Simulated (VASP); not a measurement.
# Pb: relaxation of cell and atoms with PBEsol

Pb:

```
CELL_PARAMETERS angstrom
-1.96017 1.96017 1.96017
1.96017 -1.96017 1.96017
1.96017 1.96017 -1.96017
ATOMIC_POSITIONS crystal
Pb 0.00000 0.00000 0.00000
```

This isn't the form of Pb at room conditions, which is fcc.

```
Program                : VASP 6.6.1
Task                   : relaxation of cell and atoms
Functional             : PBEsol
Potentials or basis    : VASP PAW PBE potentials, release 64 (Pb_d)
Cutoff                 : 600 eV
k mesh                 : 16 × 16 × 16
Occupations            : gaussian, width 0.1 eV
Spin                   : no spin polarisation
Dipole correction      : no
Further INCAR settings : ALGO = Normal; EDIFF = 1e-06; IBRION = 2; EDIFFG = -0.01; NSW = 80; ISIF = 3
```

```
Relaxed volume                        : 29.89 Å³/atom
Relaxed cell                          : a = 3.386 Å, b = 3.386 Å, c = 3.386 Å, α = 109.47°, β = 109.47°, γ = 109.47°
Space group after relaxing (to 0.1 Å) : Im-3m (No. 229)
Energy gained by relaxing             : 0.3 meV/atom
Ionic steps                           : 3
Pressure after relaxing               : 0.0 GPa
Band gap on the k mesh                : zero (bands 7 and 8 overlap by 9.79 eV)
```

Step by step:
| step | energy change (eV) | largest force (eV/Å) | pressure (GPa) | volume (Å³) |
| --- | --- | --- | --- | --- |
| 1 | 0.0000 | 0.0000 | -0.38 | 30.13 |
| 2 | -0.0002 | 0.0000 | 0.12 | 29.81 |
| 3 | -0.0003 | 0.0000 | 0.00 | 29.89 |

Final structure:
```yaml
crystal:
  lattice:
    - [-1.95503, 1.95503, 1.95503]
    - [1.95503, -1.95503, 1.95503]
    - [1.95503, 1.95503, -1.95503]
  atoms:
    - { symbol: Pb, position: [0.00000, 0.00000, 0.00000] }
```

Levels at points of the mesh, in eV from the Fermi level:
```tsv
k point	band 4	band 5	band 6	band 7	band 8	band 9	band 10	band 11
(0.00, 0.00, 0.00)	-16.84	-16.84	-11.91	7.73	7.73	7.73	11.09	11.09
(0.50, 0.00, 0.00)	-16.85	-16.69	-7.94	-4.18	3.46	5.16	7.61	8.99
(0.50, 0.50, 0.50)	-16.73	-16.73	-5.13	-0.44	-0.44	-0.44	4.55	4.55
```

Run time: 87 s on 1 thread of Intel(R) Xeon(R) Platinum 8259CL CPU @ 2.50GHz (Skylake/Cascade Lake), with other jobs on the host, peak memory 0.21 GiB.

Caveat: the PAW data sets were made with another functional, which shifts forces and pressure a little; spin-orbit coupling is left out, which moves the levels of the heavy elements.
